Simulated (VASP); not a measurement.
# Ta (Fm-3m) in VASP: further runs

Runs on Ta. Level: PBE. Tasks: single point.

Program: VASP 6.6.1. These are calculated values, not measurements. Logs are shortened: lines on timing, memory, paths and dates and some standing lists are left out, and cuts for length are marked.

## Step 1: The cell of the first run

The structure is cubic, space group Fm-3m (No. 225). The conventional cell has a = 4.002 Å, b = 4.002 Å, c = 4.002 Å, α = 90.00°, β = 90.00°, γ = 90.00°. Ta (site symmetry m-3m) has 12 Ta at 2.83 Å within 3.7 Å.

This isn't the form of Ta at room conditions, which is bcc.

## Step 2: Single point, PBE (16.02 Å³/atom)

INCAR

```
  ALGO = Normal
  EDIFF = 1E-6
  ENCUT = 520
  GGA = PE
  ISIF = 2
  ISMEAR = -1
  LASPH = True
  LCHARG = False
  LREAL = False
  LWAVE = False
  NBANDS = 12
  NELM = 60
  PREC = Accurate
  SIGMA = 0.1
```

KPOINTS

```
k-points
0
Gamma
  16 16 16
```

POSCAR

```
Ta
1.0
    0.0000000000      2.0009019930      2.0009019930
    2.0009019930      0.0000000000      2.0009019930
    2.0009019930      2.0009019930      0.0000000000
Ta
1
Direct
    0.0000000000      0.0000000000      0.0000000000
```

Potentials or basis: VASP PAW PBE potentials, release 64 (Ta_pv).

Run with:

```sh
> cat potpaw_PBE.64/Ta_pv/POTCAR > POTCAR
> mpirun -np 1 vasp_std > vasp.out
```

OUTCAR:

```text
EDIFF = 1E-6
   ENCUT = 520
   GGA = PE
   ISIF = 2
   ISMEAR = -1
   LASPH = True
   LREAL = False
   NELM = 60
   PREC = Accurate

 ion  position               nearest neighbor table
   1  0.000  0.000  0.000-

  LATTYP: Found a face centered cubic cell.
 ALAT       =     4.0018039860

  Lattice vectors:

 A1 = (   0.0000000000,   2.0009019930,   2.0009019930)
 A2 = (   2.0009019930,   0.0000000000,   2.0009019930)
 A3 = (   2.0009019930,   2.0009019930,   0.0000000000)

Analysis of symmetry for initial positions (statically):
=====================================================================
 Subroutine PRICEL returns:
 Original cell was already a primitive cell.

 Routine SETGRP: Setting up the symmetry group for a
 face centered cubic supercell.

 Subroutine GETGRP returns: Found 48 space group operations
 (whereof 48 operations were pure point group operations)
 out of a pool of 48 trial point group operations.

The static configuration has the point symmetry O_h .

Analysis of symmetry for dynamics (positions and initial velocities):
=====================================================================
 Subroutine PRICEL returns:
 Original cell was already a primitive cell.

 Routine SETGRP: Setting up the symmetry group for a
 face centered cubic supercell.

 Subroutine GETGRP returns: Found 48 space group operations
 (whereof 48 operations were pure point group operations)
 out of a pool of 48 trial point group operations.

The dynamic configuration has the point symmetry O_h .

 Subroutine INISYM returns: Found 48 space group operations
 (whereof 48 operations are pure point group operations),
 and found     1 'primitive' translations

----------------------------------------------------------------------------------------

                                     Primitive cell

  volume of cell :      16.0217

  direct lattice vectors                    reciprocal lattice vectors
     0.000000000  2.000901993  2.000901993    -0.249887302  0.249887302  0.249887302
     2.000901993  0.000000000  2.000901993     0.249887302 -0.249887302  0.249887302
     2.000901993  2.000901993  0.000000000     0.249887302  0.249887302 -0.249887302

  length of vectors
     2.829702735  2.829702735  2.829702735     0.432817503  0.432817503  0.432817503

  position of ions in fractional coordinates (direct lattice)
     0.000000000  0.000000000  0.000000000

  ion indices of the primitive-cell ions
   primitive index   ion index
                 1           1

----------------------------------------------------------------------------------------
[... 75 lines left out ...]
   NFREE  =      0    steps in history (QN), initial steepest desc. (CG)
   ISIF   =      2    stress and relaxation
   ISYM   =      2    0-nonsym 1-usesym 2-fastsym
   POTIM  = 0.5000    time-step for ionic-motion
   TEBEG  =    0.0;   TEEND  =   0.0 temperature during run
   PSTRESS=    0.0 pullay stress
   NELECT =      11.0000    total number of electrons
   NUPDOWN=      -1.0000    fix difference up-down
   EMIN   =  10.00;   EMAX   =-10.00  energy-range for DOS
   EFERMI =   0.00;   METHOD = LEGACY
   ISMEAR =    -1;   SIGMA  =   0.10  broadening in eV -4-tet -1-fermi 0-gaus
   EFERMI_NEDOS =   21; number of points for ismear=-14 and -15
   IALGO  =     38    algorithm
   IMIX   =      4    mixing-type and parameters
     AMIX     =   0.40;   BMIX     =  1.00
     AMIX_MAG =   1.60;   BMIX_MAG =  1.00
  volume/ion in A,a.u.               =      16.02       108.12
  Fermi-wavevector in a.u.,A,eV,Ry     =   1.444231  2.729200 28.379064  2.085802
  Thomas-Fermi vector in A             =   2.562549
   LORBIT       =      0    0 simple, 1 ext, 2 COOP (PROOUT), +10 PAW based schemes
   GGA     = PE    functional components
   LHFCALC =     F    Hartree Fock is set to
   AEXX    =    0.0000 exact exchange contribution
   IVDW    =     0    specifies the selected vdW correction
   LEPSILON=     F    determine dielectric tensor
   LRPA    =     F    only Hartree local field effects (RPA)
 non-spin polarized calculation
  energy-cutoff  :      520.00
  volume of cell :       16.02
 maximum number of plane-waves:       445
 NGX is ok and might be reduce to    24
   NGX = 11   NGY = 11   NGZ = 11

 number of electron      11.0000001 magnetization

 Free energy of the ion-electron system (eV)
  ---------------------------------------------------
  ext. energy  EPLUGINS =         0.00000000
  ---------------------------------------------------
  free energy    TOTEN  =       -11.26691168 eV

  energy without entropy =      -11.22895553  energy(sigma->0) =      -11.24793360

 E-fermi :   6.9325     XC(G=0): -13.2309

 val. band max:        6.9141648027   @ k =   0.5000   0.3125   0.0625
 cond. band min:       6.9363231986   @ k =  -0.1875   0.1875   0.0000
 fundamental gap:      0.0221583959
 Fermi energy:         6.9325450777

 k-point     1 :       0.0000    0.0000    0.0000
  band No.  band energies     occupation
      1     -26.1183      2.00000
      2     -26.1183      2.00000
      3     -26.1183      2.00000
      4      -1.8670      2.00000
      5       7.2649      0.06958
      6       7.2649      0.06958
      7       7.2649      0.06958
      8      10.9764      0.00000
      9      10.9764      0.00000
     10      19.8271      0.00000
     11      21.5500      0.00000
     12      25.4863      0.00000
[... 331 lines left out ...]
 k-point    24 :      -0.0625    0.0625    0.0000
  band No.  band energies     occupation
      1     -26.2916      2.00000
      2     -26.1671      2.00000
      3     -26.1292      2.00000
      4      -1.3632      2.00000
      5       6.8212      1.50545
      6       7.4864      0.00783
      7       7.5364      0.00476
      8      10.5085      0.00000
      9      10.9606      0.00000
     10      20.8600      0.00000
     11      21.5494      0.00000
     12      23.8843      0.00000

 [... further k-points ...]
[... 5 lines left out ...]
  --------------------------------------------------------------------------------------
  -------------------------------------------------------------------------------------
  Total        4.2012583      4.2012583      4.2012583      0.0000000     -0.0000000      0.0000000
  in kB      420.1288651    420.1288651    420.1288651      0.0000000     -0.0000000      0.0000000
  external PRESSURE =     420.1288651 kB  Pullay stress =       0.0000000 kB

 VOLUME and BASIS-vectors are now :
 -----------------------------------------------------------------------------
  energy-cutoff  :      520.00
  volume of cell :       16.02
      direct lattice vectors                 reciprocal lattice vectors
     0.000000000  2.000901993  2.000901993    -0.249887302  0.249887302  0.249887302
     2.000901993  0.000000000  2.000901993     0.249887302 -0.249887302  0.249887302
     2.000901993  2.000901993  0.000000000     0.249887302  0.249887302 -0.249887302

 POSITION                                       TOTAL-FORCE (eV/Angst)
 -----------------------------------------------------------------------------------
      0.00000      0.00000      0.00000         0.000000     -0.000000      0.000000
 -----------------------------------------------------------------------------------
    total drift:                               -0.000000     -0.000000     -0.000000

  FREE ENERGIE OF THE ION-ELECTRON SYSTEM (eV)
  ---------------------------------------------------
  free  energy   TOTEN  =       -11.2669116816 eV

  energy  without entropy=      -11.2289555268  energy(sigma->0) =      -11.24793360
```

stdout:

```text
POSCAR found type information on POSCAR Ta
 POSCAR found :  1 types and       1 ions
 scaLAPACK will be used
 LDA part: xc-table for (Slater+PW92), standard interpolation
 POSCAR, INCAR and KPOINTS ok, starting setup
 FFT: planning ... GRIDC
 FFT: planning ... GRID_SOFT
 FFT: planning ... GRID
 WAVECAR not read
 entering main loop
```

Wall time 10 s (1 thread of Intel Xeon Platinum 8559C (Emerald Rapids), shared host); peak memory 0.15 GiB.

Results:

```yaml
Free_energy: -11.2669 eV
Pressure: 42.0 GPa
Band_gap_on_the_k_mesh: zero (an odd number of electrons rules out a gap without spin polarisation)
```

Caveat: the cell stands under pressure; spin-orbit coupling is left out, which moves the levels of the heavy elements.

## Step 3: Single point, PBE (16.02 Å³/atom)

INCAR

```
SYSTEM = Ta
PREC     = Accurate       ! precision mode
ENCUT    = 520            ! plane-wave cutoff, eV
EDIFF    = 1E-6           ! SCF threshold, eV
ISMEAR   = -1             ! smearing method
SIGMA    = 0.1            ! smearing width, eV
LREAL    = .FALSE.        ! projectors in reciprocal space
LASPH    = .TRUE.         ! aspherical terms in the spheres
NELM     = 80             ! most SCF steps
ALGO     = Normal         ! electronic algorithm
ISIF     = 2              ! what is computed and relaxed
LWAVE    = .FALSE.        ! write WAVECAR
LCHARG   = .TRUE.         ! write CHGCAR
GGA      = PE             ! functional
LELF     = .TRUE.         ! ELF
LVHAR    = .TRUE.       
NBANDS   = 12             ! bands
```

KPOINTS

```
Automatic mesh
0
G
  16 16 16
  0 0 0
```

POSCAR is that of step 2.

Potentials or basis: VASP PAW PBE potentials, release 64 (Ta_pv).

Run with:

```sh
> cat potpaw_PBE.64/Ta_pv/POTCAR > POTCAR
> mpirun -np 1 vasp_std > vasp.out
```

OUTCAR:

```text
SYSTEM = Ta
   PREC = Accurate
   ENCUT = 520
   EDIFF = 1E-6
   ISMEAR = -1
   LREAL = .FALSE.
   LASPH = .TRUE.
   NELM = 80
   ISIF = 2
   GGA = PE

 ion  position               nearest neighbor table
   1  0.000  0.000  0.000-

  LATTYP: Found a face centered cubic cell.
 ALAT       =     4.0018039860

  Lattice vectors:

 A1 = (   0.0000000000,   2.0009019930,   2.0009019930)
 A2 = (   2.0009019930,   0.0000000000,   2.0009019930)
 A3 = (   2.0009019930,   2.0009019930,   0.0000000000)

Analysis of symmetry for initial positions (statically):
=====================================================================
 Subroutine PRICEL returns:
 Original cell was already a primitive cell.

 Routine SETGRP: Setting up the symmetry group for a
 face centered cubic supercell.

 Subroutine GETGRP returns: Found 48 space group operations
 (whereof 48 operations were pure point group operations)
 out of a pool of 48 trial point group operations.

The static configuration has the point symmetry O_h .

Analysis of symmetry for dynamics (positions and initial velocities):
=====================================================================
 Subroutine PRICEL returns:
[... 160 lines left out ...]
 Fermi energy:         6.9325450777

 k-point     1 :       0.0000    0.0000    0.0000
  band No.  band energies     occupation
      1     -26.1183      2.00000
      2     -26.1183      2.00000
      3     -26.1183      2.00000
      4      -1.8670      2.00000
      5       7.2649      0.06958
      6       7.2649      0.06958
      7       7.2649      0.06958
      8      10.9764      0.00000
      9      10.9764      0.00000
     10      19.8271      0.00000
     11      21.5500      0.00000
     12      25.4863      0.00000
[... 331 lines left out ...]
 k-point    24 :      -0.0625    0.0625    0.0000
  band No.  band energies     occupation
      1     -26.2916      2.00000
      2     -26.1671      2.00000
      3     -26.1292      2.00000
      4      -1.3632      2.00000
      5       6.8212      1.50545
      6       7.4864      0.00783
      7       7.5364      0.00476
      8      10.5085      0.00000
      9      10.9606      0.00000
     10      20.8600      0.00000
     11      21.5494      0.00000
     12      23.8843      0.00000

 [... further k-points ...]
[... 5 lines left out ...]
  --------------------------------------------------------------------------------------
  -------------------------------------------------------------------------------------
  Total        4.2012583      4.2012583      4.2012583      0.0000000     -0.0000000      0.0000000
  in kB      420.1288651    420.1288651    420.1288651      0.0000000     -0.0000000      0.0000000
  external PRESSURE =     420.1288651 kB  Pullay stress =       0.0000000 kB

 VOLUME and BASIS-vectors are now :
 -----------------------------------------------------------------------------
  energy-cutoff  :      520.00
  volume of cell :       16.02
      direct lattice vectors                 reciprocal lattice vectors
     0.000000000  2.000901993  2.000901993    -0.249887302  0.249887302  0.249887302
     2.000901993  0.000000000  2.000901993     0.249887302 -0.249887302  0.249887302
     2.000901993  2.000901993  0.000000000     0.249887302  0.249887302 -0.249887302

 POSITION                                       TOTAL-FORCE (eV/Angst)
 -----------------------------------------------------------------------------------
      0.00000      0.00000      0.00000         0.000000     -0.000000      0.000000
 -----------------------------------------------------------------------------------
    total drift:                               -0.000000     -0.000000     -0.000000

  FREE ENERGIE OF THE ION-ELECTRON SYSTEM (eV)
  ---------------------------------------------------
  free  energy   TOTEN  =       -11.2669116816 eV

  energy  without entropy=      -11.2289555268  energy(sigma->0) =      -11.24793360
```

OSZICAR:

```text
N       E                     dE             d eps       ncg     rms          rms(c)
DAV:   1     0.621350138496E+02    0.62135E+02   -0.61358E+03  3504   0.892E+02
DAV:   2    -0.106708894622E+02   -0.72806E+02   -0.70793E+02  3808   0.249E+02
DAV:   3    -0.116571279986E+02   -0.98624E+00   -0.97961E+00  4196   0.272E+01
DAV:   4    -0.116593506081E+02   -0.22226E-02   -0.22225E-02  3716   0.144E+00
DAV:   5    -0.116593564796E+02   -0.58716E-05   -0.58713E-05  4128   0.708E-02    0.162E+01
DAV:   6    -0.113716317893E+02    0.28772E+00   -0.21673E-01  3968   0.506E+00    0.836E+00
DAV:   7    -0.112684452583E+02    0.10319E+00   -0.21564E-01  4036   0.484E+00    0.370E-01
DAV:   8    -0.112669204107E+02    0.15248E-02   -0.31157E-03  3636   0.626E-01    0.112E-01
DAV:   9    -0.112669165871E+02    0.38236E-05   -0.43802E-05  4068   0.796E-02    0.303E-02
DAV:  10    -0.112669117126E+02    0.48746E-05   -0.27170E-06  3716   0.184E-02    0.177E-03
DAV:  11    -0.112669116816E+02    0.31015E-07   -0.56175E-08  1924   0.271E-03
   1 F= -.11266912E+02 E0= -.11247934E+02  d E =-.379562E-01
```

Wall time 13 s (1 thread of Intel Xeon Platinum 8559C (Emerald Rapids), shared host); peak memory 0.15 GiB.

Results:

| Property | Result |
| --- | --- |
| Free energy | -11.2669 eV |
| Pressure | 42.0 GPa |
| Band gap on the k mesh | zero (an odd number of electrons rules out a gap without spin polarisation) |

Caveat: the cell stands under pressure; spin-orbit coupling is left out, which moves the levels of the heavy elements.

## Step 4: Single point, PBE (17.91 Å³/atom)

This run uses another cell than the first one, of 17.91 Å³/atom.

INCAR

```
SYSTEM = Ta
ALGO     = Normal         ! electronic algorithm
EDIFF    = 1E-6           ! SCF threshold, eV
ENCUT    = 520            ! plane-wave cutoff, eV
GGA      = PE             ! functional
ISIF     = 2              ! what is computed and relaxed
ISMEAR   = -1             ! smearing method
LASPH    = .True.         ! aspherical terms in the spheres
LCHARG   = .True.         ! write CHGCAR
LELF     = .True.         ! ELF
LREAL    = .False.        ! projectors in reciprocal space
LVHAR    = .True.       
LWAVE    = .False.        ! write WAVECAR
NBANDS   = 12             ! bands
NELM     = 60             ! most SCF steps
PREC     = Accurate       ! precision mode
SIGMA    = 0.1            ! smearing width, eV
```

KPOINTS

```
k-points
0
Gamma
  16 16 16
  0 0 0
```

POSCAR

```
Ta
1.0
    0.0000000000      2.0764782032      2.0764782032
    2.0764782032      0.0000000000      2.0764782032
    2.0764782032      2.0764782032      0.0000000000
Ta
1
Direct
    0.0000000000      0.0000000000      0.0000000000
```

Run with:

```sh
> cat potpaw_PBE.64/Ta_pv/POTCAR > POTCAR
> mpirun -np 1 vasp_std > vasp.out
```

Run time: 12 s. Hardware: 1 thread of Intel Xeon Platinum 8559C (Emerald Rapids), shared host; peak memory 0.16 GiB.

The run converged. Its results:

```
Free energy            : -11.5637 eV
Pressure               : 10.8 GPa
Band gap on the k mesh : zero (an odd number of electrons rules out a gap without spin polarisation)
```

Levels at points of the mesh, in eV from the Fermi level:
| k point | band 3 | band 4 | band 5 | band 6 | band 7 | band 8 |
| --- | --- | --- | --- | --- | --- | --- |
| (0.00, 0.00, 0.00) | -33.45 | -8.33 | 0.43 | 0.43 | 0.43 | 3.62 |
| (0.50, 0.00, 0.00) | -33.61 | -4.82 | 0.18 | 0.18 | 0.84 | 6.12 |
| (0.50, 0.50, 0.00) | -33.88 | -4.67 | -3.59 | 3.17 | 6.11 | 6.86 |

Caveat: the cell stands under pressure; spin-orbit coupling is left out, which moves the levels of the heavy elements.
